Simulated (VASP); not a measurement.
# Zn2Cd3Se5 in VASP: notebook

Runs on Zn2Cd3Se5. Level: PBE. Tasks: single point.

All numbers are computed with VASP 6.6.1; they aren't measurements. Logs are shortened: lines on timing, memory, paths and dates and some standing lists are left out, and cuts for length are marked.

**1. The cell of the first run**

The typed cell holds 10 atoms: a = 4.248 Å, b = 4.248 Å, c = 15.363 Å, α = 97.72°, β = 97.88°, γ = 90.00°.

**2. Single point, PBE**

INCAR

```
SYSTEM = Zn2Cd3Se5
PREC     = Accurate       ! precision mode
ENCUT    = 520            ! plane-wave cutoff, eV
EDIFF    = 1E-6           ! SCF threshold, eV
ISMEAR   = 0              ! smearing method
SIGMA    = 0.1            ! smearing width, eV
LREAL    = .FALSE.        ! projectors in reciprocal space
LASPH    = .TRUE.         ! aspherical terms in the spheres
NELM     = 60             ! most SCF steps
ALGO     = Normal         ! electronic algorithm
ISIF     = 2              ! what is computed and relaxed
LWAVE    = .FALSE.        ! write WAVECAR
LCHARG   = .FALSE.        ! write CHGCAR
GGA      = PE             ! functional
NBANDS   = 56             ! bands
```

KPOINTS

```
regular mesh
0
G
  4 4 4
  0 0 0
```

POSCAR

```
Zn2Cd3Se5
1.0
    0.0000223471     -4.2480944438      0.0028558336
    4.2477021758     -0.0001586937      0.0081450784
   -2.0931016646      2.1160249283     15.0722666596
Zn Cd Se
2 3 5
Direct
    0.9013696101      0.9011417247      0.8034227955
    0.0980338901      0.0989535523      0.1965603328
    0.5000449489      0.5012345131     -0.0000406370
    0.6966570015      0.6969601043      0.3932642421
    0.3030477142      0.3043887161      0.6066773676
    0.5539212118      0.0536005563      0.1074227615
    0.1429243092      0.6425897875      0.2857578590
    0.7500255770      0.2494443208      0.5000710773
    0.3573060151      0.8567882417      0.7142464951
    0.9466697220      0.4448984832      0.8926177062
```

Potentials or basis: VASP PAW PBE potentials, release 64 (Zn, Cd, Se).

Command:

```
$ cat potpaw_PBE.64/Zn/POTCAR potpaw_PBE.64/Cd/POTCAR potpaw_PBE.64/Se/POTCAR > POTCAR
$ mpirun -np 1 vasp_std > vasp.out
```

OUTCAR:

```text
SYSTEM = Zn2Cd3Se5
   PREC = Accurate
   ENCUT = 520
   EDIFF = 1E-6
   ISMEAR = 0
   LREAL = .FALSE.
   LASPH = .TRUE.
   NELM = 60
   ISIF = 2
   GGA = PE

 ion  position               nearest neighbor table
   1  0.901  0.901  0.803-  10 2.51   9 2.51   9 2.51  10 2.52
   2  0.098  0.099  0.197-   7 2.51   6 2.51   6 2.51   7 2.51
   3  0.500  0.501  1.000-  10 2.67   6 2.67  10 2.67   6 2.67
   4  0.697  0.697  0.393-   8 2.66   8 2.67   7 2.67   7 2.67
   5  0.303  0.304  0.607-   8 2.66   8 2.66   9 2.67   9 2.67
   6  0.554  0.054  0.107-   2 2.51   2 2.51   3 2.67   3 2.67
   7  0.143  0.643  0.286-   2 2.51   2 2.51   4 2.67   4 2.67
   8  0.750  0.249  0.500-   5 2.66   4 2.66   5 2.66   4 2.67
   9  0.357  0.857  0.714-   1 2.51   1 2.51   5 2.67   5 2.67
  10  0.947  0.445  0.893-   1 2.51   1 2.52   3 2.67   3 2.67

  LATTYP: Found a triclinic cell.
 ALAT       =    18.5472753550
 B/A-ratio  =     0.2290414804
 C/A-ratio  =     0.2290207002
 COS(alpha) =     0.0000439094
 COS(beta)  =     0.1113181578
 COS(gamma) =     0.5716254033

  Lattice vectors:

 A1 = (  -2.0931463588,  10.6122138159,  15.0665549924)
 A2 = (  -0.0000223471,   4.2480944438,  -0.0028558336)
 A3 = (  -4.2477021758,   0.0001586937,  -0.0081450784)

Analysis of symmetry for initial positions (statically):
=====================================================================
 Subroutine PRICEL returns:
 Original cell was already a primitive cell.

 Routine SETGRP: Setting up the symmetry group for a
 triclinic supercell.

 Subroutine GETGRP returns: Found  1 space group operations
 (whereof  1 operations were pure point group operations)
 out of a pool of  2 trial point group operations.

The static configuration has the point symmetry C_1 .

Analysis of symmetry for dynamics (positions and initial velocities):
=====================================================================
 Subroutine PRICEL returns:
 Original cell was already a primitive cell.

 Routine SETGRP: Setting up the symmetry group for a
 triclinic supercell.

 Subroutine GETGRP returns: Found  1 space group operations
 (whereof  1 operations were pure point group operations)
 out of a pool of  2 trial point group operations.

The dynamic configuration has the point symmetry C_1 .

 Subroutine INISYM returns: Found  1 space group operations
 (whereof  1 operations are pure point group operations),
 and found     1 'primitive' translations

----------------------------------------------------------------------------------------

                                     Primitive cell

  volume of cell :     272.0717

  direct lattice vectors                    reciprocal lattice vectors
     0.000022347 -4.248094444  0.002855834    -0.000072139 -0.235377455  0.033035082
     4.247702176 -0.000158694  0.008145078     0.235358735  0.000023208  0.032681259
    -2.093101665  2.116024928 15.072266660    -0.000127175  0.000044586  0.066323101

  length of vectors
     4.248095404  4.247709988 15.363328361     0.237684388  0.237616918  0.066323238

  position of ions in fractional coordinates (direct lattice)
     0.901369610  0.901141725  0.803422795
     0.098033890  0.098953552  0.196560333
     0.500044949  0.501234513  0.999959363
     0.696657002  0.696960104  0.393264242
     0.303047714  0.304388716  0.606677368
     0.553921212  0.053600556  0.107422761
     0.142924309  0.642589788  0.285757859
     0.750025577  0.249444321  0.500071077
     0.357306015  0.856788242  0.714246495
     0.946669722  0.444898483  0.892617706

  ion indices of the primitive-cell ions
   primitive index   ion index
                 1           1
                 2           2
                 3           3
                 4           4
                 5           5
                 6           6
                 7           7
                 8           8
                 9           9
                10          10

----------------------------------------------------------------------------------------

 KPOINTS: regular mesh

Automatic generation of k-mesh.
 Grid dimensions read from file:
 generate k-points for:    4    4    4

 Generating k-lattice:

  Cartesian coordinates                     Fractional coordinates (reciprocal lattice)
    -0.000018035 -0.058844364  0.008258771     0.250000000  0.000000000  0.000000000
     0.058839684  0.000005802  0.008170315     0.000000000  0.250000000  0.000000000
    -0.000031794  0.000011146  0.016580775    -0.000000000  0.000000000  0.250000000

  Length of vectors
     0.059421097  0.059404229  0.016580810

  Shift w.r.t. Gamma in fractional coordinates (k-lattice)
     0.000000000  0.000000000  0.000000000

 Subroutine IBZKPT returns following result:
 ===========================================

 Found     36 irreducible k-points:

 Following reciprocal coordinates:
            Coordinates               Weight
  0.000000  0.000000  0.000000      1.000000
  0.250000  0.000000  0.000000      2.000000
  0.500000  0.000000  0.000000      1.000000
  0.000000  0.250000 -0.000000      2.000000
  0.250000  0.250000  0.000000      2.000000
  0.500000  0.250000  0.000000      2.000000
[... 16 lines left out ...]
  0.000000 -0.250000  0.250000      2.000000
  0.250000 -0.250000  0.250000      2.000000
 [... further k-points ...]
   k-points           NKPTS =     36   k-points in BZ     NKDIM =     36   number of bands    NBANDS=     56
   number of dos      NEDOS =    301   number of ions     NIONS =     10
   total plane-waves  NPLWV = 122880
   dimension x,y,z NGX =    32 NGY =   32 NGZ =  120
   dimension x,y,z NGXF=    64 NGYF=   64 NGZF=  240
   ions per type =               2   3   5
   NGX,Y,Z   is equivalent  to a cutoff of  12.52, 12.52, 12.99 a.u.
   NGXF,Y,Z  is equivalent  to a cutoff of  25.05, 25.05, 25.97 a.u.
 SYSTEM =  Zn2Cd3Se5
   PREC   = accura    normal or accurate (medium, high low for compatibility)
   ISTART =      0    job   : 0-new  1-cont  2-samecut
   ICHARG =      2    charge: 1-file 2-atom 10-const
   ISPIN  =      1    spin polarized calculation?
   LNONCOLLINEAR =      F non collinear calculations
   LSORBIT =      F    spin-orbit coupling
   LASPH  =      T    aspherical Exc in radial PAW
   ENCUT  =  520.0 eV  38.22 Ry    6.18 a.u.   7.90  7.90 28.57*2*pi/ulx,y,z
   NELM   =     60;   NELMIN=  2; NELMDL= -5     # of ELM steps
   EDIFF  = 0.1E-05   stopping-criterion for ELM
   LREAL  =      F    real-space projection
   EDIFFG = 0.1E-04   stopping-criterion for IOM
   NSW    =      0    number of steps for IOM
   IBRION =     -1    ionic relax: 0-MD 1-quasi-New 2-CG
   NFREE  =      0    steps in history (QN), initial steepest desc. (CG)
   ISIF   =      2    stress and relaxation
   ISYM   =      2    0-nonsym 1-usesym 2-fastsym
   POTIM  = 0.5000    time-step for ionic-motion
   TEBEG  =    0.0;   TEEND  =   0.0 temperature during run
   PSTRESS=    0.0 pullay stress
   NELECT =      90.0000    total number of electrons
   NUPDOWN=      -1.0000    fix difference up-down
   EMIN   =  10.00;   EMAX   =-10.00  energy-range for DOS
   EFERMI =   0.00;   METHOD = LEGACY
   ISMEAR =     0;   SIGMA  =   0.10  broadening in eV -4-tet -1-fermi 0-gaus
   EFERMI_NEDOS =   21; number of points for ismear=-14 and -15
   IALGO  =     38    algorithm
   IMIX   =      4    mixing-type and parameters
     AMIX     =   0.40;   BMIX     =  1.00
     AMIX_MAG =   1.60;   BMIX_MAG =  1.00
  volume/ion in A,a.u.               =      27.21       183.60
  Fermi-wavevector in a.u.,A,eV,Ry     =   1.132212  2.139571 17.441372  1.281905
  Thomas-Fermi vector in A             =   2.268913
   LORBIT       =      0    0 simple, 1 ext, 2 COOP (PROOUT), +10 PAW based schemes
   GGA     = PE    functional components
   LHFCALC =     F    Hartree Fock is set to
   AEXX    =    0.0000 exact exchange contribution
   IVDW    =     0    specifies the selected vdW correction
   LEPSILON=     F    determine dielectric tensor
   LRPA    =     F    only Hartree local field effects (RPA)
 non-spin polarized calculation
 Gauss-broadening in eV      SIGMA  =   0.10
  energy-cutoff  :      520.00
  volume of cell :      272.07
 maximum number of plane-waves:      7352
   NGX = 15   NGY = 15   NGZ = 57

 number of electron      89.9999998 magnetization

 Free energy of the ion-electron system (eV)
  ---------------------------------------------------
  ext. energy  EPLUGINS =         0.00000000
  ---------------------------------------------------
  free energy    TOTEN  =       -28.34965631 eV

  energy without entropy =      -28.34965621  energy(sigma->0) =      -28.34965626

 E-fermi :   1.1709     XC(G=0):  -8.8361

 val. band max:        0.8473318612   @ k =   0.0000   0.0000   0.0000
 cond. band min:       1.4846735683   @ k =   0.0000   0.0000   0.0000
 fundamental gap:      0.6373417070
 Fermi energy:         1.1709353873

 k-point     1 :       0.0000    0.0000    0.0000
  band No.  band energies     occupation
      1     -11.7693      2.00000
      2     -11.6430      2.00000
      3     -11.4240      2.00000
      4     -11.1646      2.00000
      5     -11.1307      2.00000
      6      -6.9535      2.00000
[... 48 lines left out ...]
     55       6.7176      0.00000
     56       6.7369      0.00000

 k-point     2 :       0.2500    0.0000    0.0000
  band No.  band energies     occupation
      1     -11.5996      2.00000
      2     -11.5131      2.00000
      3     -11.3358      2.00000
      4     -11.1708      2.00000
      5     -11.1305      2.00000
      6      -6.9303      2.00000
[... 48 lines left out ...]
     55       6.8458      0.00000
     56       7.0963      0.00000
[... 1237 lines left out ...]
     55       6.8525      0.00000
     56       7.0909      0.00000

 k-point    24 :       0.2500   -0.2500    0.2500
  band No.  band energies     occupation
      1     -11.4508      2.00000
      2     -11.3989      2.00000
      3     -11.2524      2.00000
      4     -11.1581      2.00000
      5     -11.1097      2.00000
      6      -6.9003      2.00000
[... 48 lines left out ...]
     55       6.7390      0.00000
     56       7.0672      0.00000

 [... further k-points ...]

------------------------ aborting loop because EDIFF is reached ----------------------------------------

  FORCE on cell =-STRESS in cart. coord.  units (eV):
  Direction    XX          YY          ZZ          XY          YZ          ZX
  --------------------------------------------------------------------------------------
  -------------------------------------------------------------------------------------
  Total        0.2891793      0.3143271      0.2395186      0.0009220      0.0575628     -0.1669720
  in kB        1.7029208      1.8510108      1.4104784      0.0054296      0.3389764     -0.9832657
  external PRESSURE =       1.6548033 kB  Pullay stress =       0.0000000 kB

 VOLUME and BASIS-vectors are now :
 -----------------------------------------------------------------------------
  energy-cutoff  :      520.00
  volume of cell :      272.07
      direct lattice vectors                 reciprocal lattice vectors
     0.000022347 -4.248094444  0.002855834    -0.000072139 -0.235377455  0.033035082
     4.247702176 -0.000158694  0.008145078     0.235358735  0.000023208  0.032681259
    -2.093101665  2.116024928 15.072266660    -0.000127175  0.000044586  0.066323101

 POSITION                                       TOTAL-FORCE (eV/Angst)
 -----------------------------------------------------------------------------------
      2.14616     -2.12918     12.11932        -0.001158     -0.005496     -0.000901
      0.00891     -0.00055      2.96370        -0.003078     -0.002487      0.000521
      0.03609     -0.00838     15.07716        -0.003883      0.000573      0.004259
      2.13735     -2.12742      5.93505         0.003979      0.005555     -0.014922
      0.02312     -0.00368      9.14735        -0.001141      0.001619      0.024801
      0.00284     -2.12581      1.62112         0.003069      0.003180      0.012768
      2.13141     -0.00259      4.31266        -0.000823     -0.005709     -0.012695
      0.01288     -2.12806      7.54138        -0.004844     -0.002646     -0.009244
      2.14440     -0.00664     10.77331         0.002083      0.004065      0.013386
      0.02148     -2.13281     13.46010         0.005796      0.001346     -0.017973
 -----------------------------------------------------------------------------------
    total drift:                               -0.000323      0.000512     -0.000298

  FREE ENERGIE OF THE ION-ELECTRON SYSTEM (eV)
  ---------------------------------------------------
  free  energy   TOTEN  =       -28.3496563067 eV

  energy  without entropy=      -28.3496562113  energy(sigma->0) =      -28.34965626
```

Run time: 4.8 min. Hardware: 1 thread of Intel Xeon 6975P-C (Granite Rapids), shared host; peak memory 0.62 GiB.

Results:

* Free energy: -28.3497 eV
* Pressure: 0.2 GPa
* Largest force: 0.025 eV/Å
* Band gap on the k mesh: 0.64 eV

Forces on the atoms (eV/Å):
```
Zn  -0.001 -0.005 -0.001
Zn  -0.003 -0.002  0.001
Cd  -0.004  0.001  0.004
Cd   0.004  0.006 -0.015
Cd  -0.001  0.002  0.025
Se   0.003  0.003  0.013
Se  -0.001 -0.006 -0.013
Se  -0.005 -0.003 -0.009
Se   0.002  0.004  0.013
Se   0.006  0.001 -0.018
```

A k mesh can miss the band edges.

**3. Single point, PBE**

This run uses another cell than the first one, of 27.13 Å³/atom.

INCAR

```
PREC = Accurate ; ENCUT = 520
EDIFF = 1E-7 ; ISMEAR = 0
SIGMA = 0.1 ; LREAL = F
LASPH = T ; NELM = 80
ALGO = Normal ; ISIF = 2
LWAVE = F ; LCHARG = T
GGA = PE ; LELF = T
LVHAR = T ; NBANDS = 56
```

KPOINTS

```
Automatic mesh
0
Gamma
  4 4 4
```

POSCAR

```
Zn2Cd3Se5
1.0
    0.0000000000     -4.2304986137      0.0000000000
    4.2304986137      0.0000000000      0.0000000000
   -2.1152493068      2.1152493068     15.1574089784
Zn Cd Se
2 3 5
Direct
    0.9017192625      0.9017192625      0.8034385249
    0.0982807375      0.0982807375      0.1965614751
    0.5000000000      0.5000000000      0.0000000000
    0.6965749612      0.6965749612      0.3931499225
    0.3034250388      0.3034250388      0.6068500775
    0.5536716658      0.0536716658      0.1073433316
    0.1428897738      0.6428897738      0.2857795476
    0.7500000000      0.2500000000      0.5000000000
    0.3571102262      0.8571102262      0.7142204524
    0.9463283342      0.4463283342      0.8926566684
```

Potentials or basis: VASP PAW PBE potentials, release 64 (Zn, Cd, Se).

Command:

```
$ cat potpaw_PBE.64/Zn/POTCAR potpaw_PBE.64/Cd/POTCAR potpaw_PBE.64/Se/POTCAR > POTCAR
$ mpirun -np 1 vasp_std > vasp.out
```

Run time: 4.3 min. Hardware: 1 thread of Intel Xeon Platinum 8259CL at 2.50GHz (Skylake/Cascade Lake), shared host; peak memory 0.44 GiB.

Results (log left out):

- Free energy: -28.3474 eV
- Pressure: 0.3 GPa
- Largest force: 0.022 eV/Å
- Band gap on the k mesh: 0.64 eV

Forces on the atoms (eV/Å):
```
Zn   0.000  0.000  0.000
Zn   0.000  0.000  0.000
Cd   0.000  0.000  0.000
Cd   0.000  0.000  0.000
Cd   0.000  0.000  0.000
Se   0.000  0.000  0.019
Se   0.000  0.000 -0.022
Se   0.000  0.000  0.000
Se   0.000  0.000  0.022
Se   0.000  0.000 -0.019
```

Stress tensor (GPa, compression positive):
```
0.39 0.00 0.00
0.00 0.39 0.00
0.00 0.00 0.14
```

Levels at points of the mesh, in eV from the valence-band top:
| k point | band 41 | band 42 | band 43 | band 44 | band 45 | band 46 | band 47 | band 48 | band 49 | band 50 |
| --- | --- | --- | --- | --- | --- | --- | --- | --- | --- | --- |
| (0.00, 0.00, 0.00) | -0.61 | -0.61 | -0.13 | 0.00 | 0.00 | 0.64 | 2.78 | 2.89 | 3.32 | 3.40 |
| (0.50, 0.00, 0.00) | -1.04 | -0.77 | -0.62 | -0.59 | -0.55 | 2.28 | 2.76 | 2.79 | 3.44 | 3.70 |
| (0.50, 0.50, 0.00) | -2.03 | -1.99 | -1.98 | -1.84 | -1.81 | 3.12 | 3.45 | 3.59 | 3.63 | 3.88 |
| (0.00, 0.00, 0.50) | -1.07 | -0.25 | -0.25 | -0.19 | -0.19 | 1.63 | 1.66 | 3.20 | 3.38 | 3.49 |
